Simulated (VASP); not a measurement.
Runs of VASP 6.6.1 on Al. The structure is that of space group Fm-3m (No. 225), or close to it. The cells are those of the table. 

```csv
cell,gap on the mesh (eV),pressure (GPa)
"a = 2.864 Å, angles 60.0°, 1 atom",none,-3.5
"a = 2.920 Å, angles 60.0°, 1 atom",none,-7.4
"a = 2.882 Å, angles 60.0°, 1 atom",none,(b)
"a = 2.844 Å, angles 60.0°, 1 atom",none,-2.0
"a = 2.901 Å, angles 60.0°, 1 atom",none,(a)
"a = 2.805 Å, angles 60.0°, 1 atom",none,1.7
"a = 2.825 Å, angles 60.0°, 1 atom",none,-0.2
```

Alike in all rows: task single point; level r2SCAN; potentials or basis VASP PAW PBE potentials, release 64 (Al); no spin polarisation; k mesh 12 × 12 × 12; cutoff (eV) 520; smearing gaussian 0.1 eV.

Q: Estimate the missing entries.

A: (a) -6.2; (b) -4.9.

Caveats: the PAW data sets were made with another functional, which shifts forces and pressure a little.

A gap of «none» marks levels without a gap at the run's occupations.
